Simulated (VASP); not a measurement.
Set up this calculation in VASP 6.6.1, as the native input.

* Task: relaxation of cell and atoms
* Functional: LDA
* Potentials or basis: VASP PAW LDA potentials, release 64 (Zn, O)
* Cutoff: 600 eV
* k mesh: 21 × 21 × 12
* Occupations: gaussian, width 0.02 eV
* Spin: no spin polarisation
* Dipole correction: no
* Further INCAR settings: ALGO = Normal; EDIFF = 1e-06; IBRION = 2; EDIFFG = -0.005; NSW = 80; ISIF = 3

The structure of ZnO lies in POSCAR:

```
ZnO
1.0
    3.2493080000      0.0000000000      0.0000000000
   -1.6246540000      2.8139832727      0.0000000000
    0.0000000000      0.0000000000      5.2057090000
Zn O
2 2
Direct
    0.3333333333      0.6666666667      0.5000000000
    0.6666666667      0.3333333333      0.0000000000
    0.6666666667      0.3333333333      0.3790100000
    0.3333333333      0.6666666667      0.8790100000
```

One way to write it, as run:

INCAR

```
SYSTEM = ZnO
PREC = Accurate ; ENCUT = 600
EDIFF = 1E-6 ; ISMEAR = 0
SIGMA = 0.02 ; LREAL = .FALSE.
LASPH = .TRUE. ; NELM = 60
ALGO = Normal ; ISIF = 3
LWAVE = .FALSE. ; LCHARG = .FALSE.
IBRION = 2 ; NSW = 80
EDIFFG = -0.005
```

KPOINTS

```
Automatic mesh
0
G
  21 21 12
  0 0 0
```

Potentials or basis: VASP PAW LDA potentials, release 64 (Zn, O).

The run is started by

```console
$ cat potpaw_LDA.64/Zn/POTCAR potpaw_LDA.64/O/POTCAR > POTCAR
$ mpirun -np 1 vasp_std > vasp.out
```

It gave:

| Item | Value |
| --- | --- |
| Relaxed volume | 11.41 Å³/atom |
| Relaxed cell | a = 3.194 Å, b = 3.194 Å, c = 5.165 Å, α = 90.00°, β = 90.00°, γ = 120.00° |
| Space group after relaxing (to 0.1 Å) | P6_3mc (No. 186) |
| Energy gained by relaxing | 10.4 meV/atom |
| Ionic steps | 11 |
| Pressure after relaxing | -0.1 GPa |
| Band gap on the k mesh | 0.80 eV |

It took 39 min on 1 thread of Oxide Virtual Turin-like Processor, with other jobs on the host, peak memory 0.43 GiB.
